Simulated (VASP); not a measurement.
# Fe2Pt (P-3m1) in VASP: notebook

Runs on Fe2Pt. Level: PBE. Tasks: single point.

Program: VASP 6.6.1. These are calculated values, not measurements. Logs are shortened: lines on timing, memory, paths and dates and some standing lists are left out, and cuts for length are marked.

**1. The cell of the first run**

Symmetry: P-3m1, No. 164, trigonal system. Conventional cell: a = 2.564 Å, b = 2.564 Å, c = 6.149 Å, α = 90.00°, β = 90.00°, γ = 120.00°. Within 3.4 Å of Pt (site symmetry -3m) lie 6 Pt at 2.56 Å and 6 Fe at 2.64 Å. Within 3.1 Å of Fe (site symmetry 3m) lie 9 Fe at 2.31 to 2.56 Å and 3 Pt at 2.64 Å.

**2. Single point, PBE, collinear spin, ferromagnetic start**

Contents of INCAR:

```
  ALGO = Normal
  EDIFF = 1E-7
  ENCUT = 520
  GGA = PE
  ISIF = 2
  ISMEAR = -1
  ISPIN = 2
  LASPH = True
  LCHARG = False
  LMAXMIX = 4
  LORBIT = 11
  LREAL = False
  LWAVE = False
  MAGMOM = 0 3 3
  NBANDS = 24
  NELM = 150
  PREC = Accurate
  SIGMA = 0.05
```

Contents of KPOINTS:

```
k-points
0
Gamma
  12 12 5
```

Contents of POSCAR:

```
Fe2Pt
1.0
    2.5641645159      0.0000000000      0.0000000000
   -1.2820822579      2.2206316102      0.0000000000
    0.0000000000      0.0000000000      6.1487160461
Pt Fe
1 2
Direct
    0.0000000000      0.0000000000      0.0000000000
    0.6666666667      0.3333333333      0.3554600000
    0.3333333333      0.6666666667      0.6445400000
```

Potentials or basis: VASP PAW PBE potentials, release 64 (Pt, Fe).

Started as:

```
$ cat potpaw_PBE.64/Pt/POTCAR potpaw_PBE.64/Fe/POTCAR > POTCAR
$ mpirun -np 1 vasp_std > vasp.out
```

OUTCAR:

```text
EDIFF = 1E-7
   ENCUT = 520
   GGA = PE
   ISIF = 2
   ISMEAR = -1
   ISPIN = 2
   LASPH = True
   LORBIT = 11
   LREAL = False
   NELM = 150
   PREC = Accurate

 ion  position               nearest neighbor table
   1  0.000  0.000  0.000-   2 2.64   3 2.64   3 2.64   2 2.64   2 2.64   3 2.64
   2  0.667  0.333  0.355-   3 2.31   3 2.31   3 2.31   1 2.64   1 2.64   1 2.64
   3  0.333  0.667  0.645-   2 2.31   2 2.31   2 2.31   1 2.64   1 2.64   1 2.64

  LATTYP: Found a hexagonal cell.
 ALAT       =     2.5641645159
 C/A-ratio  =     2.3979413208

  Lattice vectors:

 A1 = (   2.5641645159,   0.0000000000,   0.0000000000)
 A2 = (  -1.2820822579,   2.2206316102,   0.0000000000)
 A3 = (   0.0000000000,   0.0000000000,   6.1487160461)

Analysis of symmetry for initial positions (statically):
=====================================================================
 Subroutine PRICEL returns:
 Original cell was already a primitive cell.

 Routine SETGRP: Setting up the symmetry group for a
 hexagonal supercell.

 Subroutine GETGRP returns: Found 12 space group operations
 (whereof 12 operations were pure point group operations)
 out of a pool of 24 trial point group operations.

The static configuration has the point symmetry D_3d.

Analysis of symmetry for dynamics (positions and initial velocities):
=====================================================================
 Subroutine PRICEL returns:
 Original cell was already a primitive cell.

 Routine SETGRP: Setting up the symmetry group for a
 hexagonal supercell.

 Subroutine GETGRP returns: Found 12 space group operations
 (whereof 12 operations were pure point group operations)
 out of a pool of 24 trial point group operations.

The dynamic configuration has the point symmetry D_3d.

Analysis of structural, dynamic, and magnetic symmetry:
=====================================================================
 Subroutine PRICEL returns:
 Original cell was already a primitive cell.

 Routine SETGRP: Setting up the symmetry group for a
 hexagonal supercell.

 Subroutine GETGRP returns: Found 12 space group operations
 (whereof 12 operations were pure point group operations)
 out of a pool of 24 trial point group operations.

The overall configuration has the point symmetry D_3d.

 Subroutine INISYM returns: Found 12 space group operations
 (whereof 12 operations are pure point group operations),
 and found     1 'primitive' translations

----------------------------------------------------------------------------------------

                                     Primitive cell

  volume of cell :      35.0112

  direct lattice vectors                    reciprocal lattice vectors
     2.564164516  0.000000000  0.000000000     0.389990577  0.225161165  0.000000000
    -1.282082258  2.220631610  0.000000000     0.000000000  0.450322330  0.000000000
     0.000000000  0.000000000  6.148716046     0.000000000  0.000000000  0.162635580

  length of vectors
     2.564164516  2.564164516  6.148716046     0.450322330  0.450322330  0.162635580

  position of ions in fractional coordinates (direct lattice)
     0.000000000  0.000000000  0.000000000
     0.666666667  0.333333333  0.355460000
     0.333333333  0.666666667  0.644540000

  ion indices of the primitive-cell ions
   primitive index   ion index
                 1           1
                 2           2
                 3           3

----------------------------------------------------------------------------------------

 KPOINTS: k-points

Automatic generation of k-mesh.
 Grid dimensions read from file:
 generate k-points for:   12   12    5

 Generating k-lattice:

  Cartesian coordinates                     Fractional coordinates (reciprocal lattice)
     0.032499215  0.018763430  0.000000000     0.083333333  0.000000000  0.000000000
     0.000000000  0.037526861  0.000000000     0.000000000  0.083333333  0.000000000
     0.000000000  0.000000000  0.032527116     0.000000000  0.000000000  0.200000000

  Length of vectors
     0.037526861  0.037526861  0.032527116

  Shift w.r.t. Gamma in fractional coordinates (k-lattice)
     0.000000000  0.000000000  0.000000000

 Subroutine IBZKPT returns following result:
 ===========================================

 Found     81 irreducible k-points:

 Following reciprocal coordinates:
            Coordinates               Weight
  0.000000  0.000000  0.000000      1.000000
  0.083333  0.000000  0.000000      6.000000
  0.166667  0.000000  0.000000      6.000000
  0.250000  0.000000  0.000000      6.000000
  0.333333  0.000000  0.000000      6.000000
  0.416667  0.000000  0.000000      6.000000
[... 16 lines left out ...]
  0.166667  0.000000  0.200000      6.000000
  0.000000  0.166667  0.200000      6.000000
 [... further k-points ...]
   k-points           NKPTS =     81   k-points in BZ     NKDIM =     81   number of bands    NBANDS=     24
   number of dos      NEDOS =    301   number of ions     NIONS =      3
   total plane-waves  NPLWV =  19200
   dimension x,y,z NGX =    20 NGY =   20 NGZ =   48
   dimension x,y,z NGXF=    40 NGYF=   40 NGZF=   96
   ions per type =               1   2
   NGX,Y,Z   is equivalent  to a cutoff of  12.97, 12.97, 12.98 a.u.
   NGXF,Y,Z  is equivalent  to a cutoff of  25.93, 25.93, 25.96 a.u.
 SYSTEM =  unknown system
   PREC   = accura    normal or accurate (medium, high low for compatibility)
   ISTART =      0    job   : 0-new  1-cont  2-samecut
   ICHARG =      2    charge: 1-file 2-atom 10-const
   ISPIN  =      2    spin polarized calculation?
   LNONCOLLINEAR =      F non collinear calculations
   LSORBIT =      F    spin-orbit coupling
   LASPH  =      T    aspherical Exc in radial PAW
   ENCUT  =  520.0 eV  38.22 Ry    6.18 a.u.   4.77  4.77 11.43*2*pi/ulx,y,z
   NELM   =    150;   NELMIN=  2; NELMDL= -5     # of ELM steps
   EDIFF  = 0.1E-06   stopping-criterion for ELM
   LREAL  =      F    real-space projection
   EDIFFG = 0.1E-05   stopping-criterion for IOM
   NSW    =      0    number of steps for IOM
   IBRION =     -1    ionic relax: 0-MD 1-quasi-New 2-CG
   NFREE  =      0    steps in history (QN), initial steepest desc. (CG)
   ISIF   =      2    stress and relaxation
   ISYM   =      2    0-nonsym 1-usesym 2-fastsym
   POTIM  = 0.5000    time-step for ionic-motion
   TEBEG  =    0.0;   TEEND  =   0.0 temperature during run
   PSTRESS=    0.0 pullay stress
   NELECT =      26.0000    total number of electrons
   NUPDOWN=      -1.0000    fix difference up-down
   EMIN   =  10.00;   EMAX   =-10.00  energy-range for DOS
   EFERMI =   0.00;   METHOD = LEGACY
   ISMEAR =    -1;   SIGMA  =   0.05  broadening in eV -4-tet -1-fermi 0-gaus
   EFERMI_NEDOS =   21; number of points for ismear=-14 and -15
   IALGO  =     38    algorithm
   IMIX   =      4    mixing-type and parameters
     AMIX     =   0.40;   BMIX     =  1.00
     AMIX_MAG =   1.60;   BMIX_MAG =  1.00
  volume/ion in A,a.u.               =      11.67        78.76
  Fermi-wavevector in a.u.,A,eV,Ry     =   1.482508  2.801534 29.903286  2.197830
  Thomas-Fermi vector in A             =   2.596285
   LORBIT       =     11    0 simple, 1 ext, 2 COOP (PROOUT), +10 PAW based schemes
   GGA     = PE    functional components
   LHFCALC =     F    Hartree Fock is set to
   AEXX    =    0.0000 exact exchange contribution
   IVDW    =     0    specifies the selected vdW correction
   LEPSILON=     F    determine dielectric tensor
   LRPA    =     F    only Hartree local field effects (RPA)
 spin polarized calculation
  energy-cutoff  :      520.00
  volume of cell :       35.01
 maximum number of plane-waves:       956
   NGX =  9   NGY =  9   NGZ = 23

 number of electron      25.9999988 magnetization       1.9078297

 Free energy of the ion-electron system (eV)
  ---------------------------------------------------
  ext. energy  EPLUGINS =         0.00000000
  ---------------------------------------------------
  free energy    TOTEN  =       -21.98497753 eV

  energy without entropy =      -21.94787268  energy(sigma->0) =      -21.96642510

 E-fermi :   9.2694     XC(G=0): -13.7172

 val. band max:        9.2691831875   @ k =   0.3333   0.0000   0.4000
 cond. band min:       9.2694279758   @ k =   0.3333   0.1667   0.2000
 fundamental gap:      0.0002447883
 Fermi energy:         9.2694205485

 spin component 1

 k-point     1 :       0.0000    0.0000    0.0000
  band No.  band energies     occupation
      1      -1.3262      1.00000
      2       1.4938      1.00000
      3       3.9014      1.00000
      4       4.6078      1.00000
      5       4.6078      1.00000
      6       5.6602      1.00000
[... 16 lines left out ...]
     23      30.2293      0.00000
     24      32.2437      0.00000

 k-point     2 :       0.0833    0.0000    0.0000
  band No.  band energies     occupation
      1      -1.0118      1.00000
      2       1.7179      1.00000
      3       3.9873      1.00000
      4       4.4254      1.00000
      5       4.8602      1.00000
      6       5.6551      1.00000
[... 16 lines left out ...]
     23      29.4918      0.00000
     24      30.5923      0.00000

 k-point     3 :       0.1667    0.0000    0.0000
  band No.  band energies     occupation
      1      -0.1584      1.00000
      2       2.2993      1.00000
      3       3.9321      1.00000
      4       4.1186      1.00000
      5       5.4442      1.00000
      6       5.5825      1.00000
[... 16 lines left out ...]
     23      27.6654      0.00000
     24      28.6320      0.00000
[... 514 lines left out ...]
 k-point    23 :       0.1667    0.0000    0.2000
  band No.  band energies     occupation
      1      -0.0756      1.00000
      2       2.2834      1.00000
      3       3.6476      1.00000
      4       3.9843      1.00000
      5       5.5005      1.00000
      6       5.5783      1.00000
[... 16 lines left out ...]
     23      27.6383      0.00000
     24      28.9531      0.00000

 k-point    24 :       0.0000    0.1667    0.2000
  band No.  band energies     occupation
      1      -0.0667      1.00000
      2       2.2924      1.00000
      3       3.6760      1.00000
      4       4.0423      1.00000
      5       5.3639      1.00000
      6       5.5944      1.00000
[... 16 lines left out ...]
     23      28.2289      0.00000
     24      28.7062      0.00000

 [... further k-points ...]

 spin component 2

 k-point     1 :       0.0000    0.0000    0.0000
  band No.  band energies     occupation
      1      -1.2988      1.00000
      2       1.5605      1.00000
      3       4.1354      1.00000
      4       4.6487      1.00000
      5       4.6487      1.00000
      6       5.7710      1.00000
[... 16 lines left out ...]
     23      30.1332      0.00000
     24      32.3857      0.00000

 k-point     2 :       0.0833    0.0000    0.0000
  band No.  band energies     occupation
      1      -0.9829      1.00000
      2       1.7837      1.00000
      3       4.1915      1.00000
      4       4.4686      1.00000
      5       4.9031      1.00000
      6       5.7877      1.00000
[... 16 lines left out ...]
     23      29.4781      0.00000
     24      30.7143      0.00000

 k-point     3 :       0.1667    0.0000    0.0000
  band No.  band energies     occupation
      1      -0.1250      1.00000
      2       2.3645      1.00000
      3       4.0159      1.00000
      4       4.1984      1.00000
      5       5.6356      1.00000
      6       5.7552      1.00000
[... 16 lines left out ...]
     23      27.7997      0.00000
     24      28.8447      0.00000
[... 514 lines left out ...]
 k-point    23 :       0.1667    0.0000    0.2000
  band No.  band energies     occupation
      1      -0.0443      1.00000
      2       2.3542      1.00000
      3       3.7581      1.00000
      4       4.0362      1.00000
      5       5.6345      1.00000
      6       5.8398      1.00000
[... 16 lines left out ...]
     23      27.7297      0.00000
     24      29.1693      0.00000

 k-point    24 :       0.0000    0.1667    0.2000
  band No.  band energies     occupation
      1      -0.0361      1.00000
      2       2.3623      1.00000
      3       3.7802      1.00000
      4       4.0851      1.00000
      5       5.5997      1.00000
      6       5.6425      1.00000
[... 16 lines left out ...]
     23      28.3485      0.00000
     24      28.9195      0.00000

 [... further k-points ...]

------------------------ aborting loop because EDIFF is reached ----------------------------------------

  FORCE on cell =-STRESS in cart. coord.  units (eV):
  Direction    XX          YY          ZZ          XY          YZ          ZX
  --------------------------------------------------------------------------------------
  -------------------------------------------------------------------------------------
  Total        4.6870346      4.6870346      3.7949327      0.0000000     -0.0000000      0.0000000
  in kB      214.4874586    214.4874586    173.6632097      0.0000000     -0.0000000      0.0000000
  external PRESSURE =     200.8793756 kB  Pullay stress =       0.0000000 kB

 VOLUME and BASIS-vectors are now :
 -----------------------------------------------------------------------------
  energy-cutoff  :      520.00
  volume of cell :       35.01
      direct lattice vectors                 reciprocal lattice vectors
     2.564164516  0.000000000  0.000000000     0.389990577  0.225161165  0.000000000
    -1.282082258  2.220631610  0.000000000     0.000000000  0.450322330  0.000000000
     0.000000000  0.000000000  6.148716046     0.000000000  0.000000000  0.162635580

 POSITION                                       TOTAL-FORCE (eV/Angst)
 -----------------------------------------------------------------------------------
      0.00000      0.00000      0.00000        -0.000000      0.000000      0.000000
      1.28208      0.74021      2.18562         0.000000     -0.000000     -0.234103
     -0.00000      1.48042      3.96309        -0.000000      0.000000      0.234103
 -----------------------------------------------------------------------------------
    total drift:                                0.000000     -0.000000      0.000000

  FREE ENERGIE OF THE ION-ELECTRON SYSTEM (eV)
  ---------------------------------------------------
  free  energy   TOTEN  =       -21.9849775267 eV

  energy  without entropy=      -21.9478726751  energy(sigma->0) =      -21.96642510

 total charge

# of ion       s       p       d       tot
------------------------------------------
    1        0.783   0.853   8.117   9.754
    2        0.498   0.569   6.327   7.393
    3        0.498   0.569   6.327   7.393
--------------------------------------------------
tot          1.780   1.990  20.770  24.540

 magnetization (x)

# of ion       s       p       d       tot
------------------------------------------
    1       -0.004  -0.010   0.049   0.034
    2       -0.005  -0.013   0.944   0.925
    3       -0.005  -0.013   0.944   0.925
--------------------------------------------------
tot         -0.014  -0.037   1.936   1.884
```

Run time: 84 s. Hardware: 1 thread of Intel Xeon 6975P-C (Granite Rapids), shared host; peak memory 0.24 GiB.

Results:

* Free energy: -21.9850 eV
* Pressure: 20.1 GPa
* Largest force: 0.234 eV/Å
* Net moment: 1.91 μB per cell
* Site moments: Pt +0.03; Fe +0.93 μB
* Valence electrons inside the program's atomic spheres: Pt 9.75; Fe 7.39

Forces in eV/Å, atoms in the order of the input:
```
Pt   0.000  0.000  0.000
Fe   0.000  0.000 -0.234
Fe   0.000  0.000  0.234
```

Caveat: the cell stands under pressure; spin-orbit coupling is left out, which moves the levels of the heavy elements.

[end of part 1 of 2]
